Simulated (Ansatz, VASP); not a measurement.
## Ir: VASP beside Ansatz

INCAR

```
PREC = Accurate
ENCUT = 520
EDIFF = 1E-7
ISMEAR = 0
SIGMA = 0.15
LREAL = False
LASPH = True
NELM = 60
ALGO = Fast
ISIF = 2
LWAVE = False
LCHARG = True
GGA = CA
LELF = True
LVHAR = True
NBANDS = 10
```

KPOINTS

```
Automatic mesh
0
Gamma
  22 22 22
```

POSCAR

```
Ir
1.0
    0.0119981250      1.9197000000      1.9197000000
    1.9197000000      0.0119981250      1.9197000000
    1.9316981250      1.9316981250      0.0000000000
Ir
1
Direct
    0.0000000000      0.0000000000      0.0000000000
```

Input for Ansatz:

```yaml
crystal:
  lattice:
    - [0.011998125, 1.9197, 1.9197]
    - [1.9197, 0.011998125, 1.9197]
    - [1.931698125, 1.931698125, 0.0]
  atoms:
    - { symbol: Ir, position: [0.0, 0.0, 0.0] }
basis:
  ecutwfc: 420
kpoints:
  mp_grid: { grid: [22, 22, 22] }
hamiltonian:
  xc: lda
scf:
  occupations: { method: gaussian, width: 0.15 }
output:
  forces: true
  stress: true
  eigenvalues: true
```

Change from the starting cell: strain +0.0125 x Voigt [0, 0, 0, 0, 0, 1], atoms carried along.

Alike in both runs: task single point; functional LDA; k mesh 22 × 22 × 22; occupations gaussian, width 0.15 eV; no spin polarisation.

|  | VASP | Ansatz |
| --- | --- | --- |
| version | VASP 6.6.1 | Ansatz 0.2.0 |
| potentials or method | VASP PAW LDA potentials, release 64 (Ir), cutoff 520 eV | scalar-relativistic, plane waves, PAW |
| valence electrons in the cell | 9 | 17 |

Ansatz gave:

```
gap on the k mesh at the Fermi level (eV)                     : none
pressure (GPa)                                                : -8.3
traceless stress, the component that is largest in VASP (GPa) : -3.33
```

Q: What did VASP give for the same quantities?

A: gap on the k mesh at the Fermi level (eV): none; pressure (GPa): -6.0; traceless stress, the component that is largest in VASP (GPa): -3.36.

LDA's correlation is that of Perdew and Zunger in VASP and of Perdew and Wang (1992) in Ansatz. A gap of «none» marks a metal or a gap that the smearing closes. VASP's potentials hold 9 valence electrons a cell and Ansatz's 17, so a difference there can come from the potentials and not from the codes.

Neither program's run includes spin-orbit coupling.
